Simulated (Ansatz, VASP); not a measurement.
## Hf in VASP and in Ansatz

```
Hf
1.0
     0.00000    2.26387    2.26387
     2.26387    0.00000    2.26387
     2.26387    2.26387    0.00000
Hf
1
Cartesian
  0.0000 0.0000 0.0000
```

Alike in both runs: task single point; functional LDA; k mesh 20 × 20 × 20; occupations gaussian, width 0.15 eV; no spin polarisation.

|  | VASP | Ansatz |
| --- | --- | --- |
| version | VASP 6.6.1 | Ansatz 0.2.0 |
| potentials or method | VASP PAW LDA potentials, release 64 (Hf_pv), cutoff 520 eV | scalar-relativistic, plane waves, PAW |
| valence electrons in the cell | 10 | 26 |

```tsv
	VASP	Ansatz	Ansatz less VASP
gap on the k mesh at the Fermi level (eV)	none	none	-
pressure (GPa)	-10.8	-10.7	+0.05
```

LDA's correlation is that of Perdew and Zunger in VASP and of Perdew and Wang (1992) in Ansatz. A gap of «none» marks a metal or a gap that the smearing closes. VASP's potentials hold 10 valence electrons a cell and Ansatz's 26, so a difference there can come from the potentials and not from the codes.

Spin-orbit coupling is off throughout.
